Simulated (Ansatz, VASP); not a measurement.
# Two plane-wave programs on ScPtC6N6

```
CELL_PARAMETERS angstrom
0.00000 5.55614 5.55614
5.55614 0.00000 5.55614
5.55614 5.55614 0.00000
ATOMIC_POSITIONS crystal
Sc 0.00000 0.00000 0.00000
Pt 0.50000 0.50000 0.50000
C 0.79048 0.20952 0.20952
C 0.20952 0.79048 0.20952
C 0.20952 0.20952 0.79048
C 0.20952 0.79048 0.79048
C 0.79048 0.20952 0.79048
C 0.79048 0.79048 0.20952
N 0.68556 0.31444 0.31444
N 0.31444 0.68556 0.31444
N 0.31444 0.31444 0.68556
N 0.31444 0.68556 0.68556
N 0.68556 0.31444 0.68556
N 0.68556 0.68556 0.31444
```

Alike in both runs: functional PBE; k mesh 4 × 4 × 4; occupations gaussian, width 0.1 eV; no spin polarisation.

Ansatz relaxed the structure, and its values are those at the end. VASP's run is a single point on that final structure, the one shown.

```csv
,VASP,Ansatz
version,VASP 6.6.1,Ansatz 0.2.0
potentials or method,"VASP PAW PBE potentials, release 64 (Sc_sv, Pt, C, N), cutoff 520 eV","scalar-relativistic, plane waves, PAW"
valence electrons in the cell,75,83
```

|  | VASP | Ansatz | Ansatz less VASP |
| --- | --- | --- | --- |
| gap on the k mesh at the Fermi level (eV) | none | none | - |
| pressure (GPa) | 0.5 | 0.1 | -0.37 |
| rms of the force components (eV/Å) | 0.200 | 0.007 | -0.1932 |

A gap of «none» marks a metal or a gap that the smearing closes. One of these differences is far larger than is usual between the two programs; its cause wasn't traced. VASP's potentials hold 75 valence electrons a cell and Ansatz's 83, so a difference there can come from the potentials and not from the codes.

Spin-orbit coupling is off throughout. Noted on VASP's run: the standard files for N, O and F lose accuracy on very short bonds.
